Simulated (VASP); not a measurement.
Set up this calculation in VASP 6.6.1, as the native input.

```
Task                   : single point
Functional             : PBEsol
Potentials or basis    : VASP PAW PBE potentials, release 64 (W_sv, S)
Cutoff                 : 520 eV
k mesh                 : 12 × 12 × 2
Occupations            : gaussian, width 0.05 eV
Spin                   : no spin polarisation
Dipole correction      : no
Further INCAR settings : ALGO = Normal; EDIFF = 1e-07; NBANDS = 20
```

The structure of WS2 lies in POSCAR:

```
WS2
1.0
    3.1835163552      0.0000000000      0.0000000000
   -1.5917581776      2.7570060369      0.0000000000
    0.0000000000      0.0000000000     16.9505778900
W S
1 2
Direct
    0.3333333333      0.6666666667      0.0000000000
    0.6272519342      0.3044797466      0.9079994900
    0.7060813992      0.3621869201      0.0920005100
```

This cell differs from its parent crystal: atoms displaced along a vibrational mode.

The input as run:

INCAR

```
PREC = Accurate
ENCUT = 520
EDIFF = 1E-7
ISMEAR = 0
SIGMA = 0.05
LREAL = False
LASPH = True
NELM = 80
ALGO = Normal
ISIF = 2
LWAVE = False
LCHARG = True
GGA = PS
LELF = True
LVHAR = True
NBANDS = 20
```

KPOINTS

```
Automatic mesh
0
Gamma
  12 12 2
```

Potentials or basis: VASP PAW PBE potentials, release 64 (W_sv, S).

Command:

```sh
$ cat potpaw_PBE.64/W_sv/POTCAR potpaw_PBE.64/S/POTCAR > POTCAR
$ mpirun -np 1 vasp_std > vasp.out
```

It gave:

The largest force is 1.191 eV/Å and the band gap on the k mesh is 1.75 eV (least direct gap 1.76 eV).

Caveat: the cell differs from its parent crystal (atoms displaced along a vibrational mode); there is no dipole correction, which matters where the two faces differ; the PAW data sets were made with another functional, which shifts forces and pressure a little; spin-orbit coupling is left out, which moves the levels of the heavy elements.

It took 9.6 min on 1 thread of AMD EPYC 7R13 Processor (Zen 3), on a shared host, peak memory 0.51 GiB.
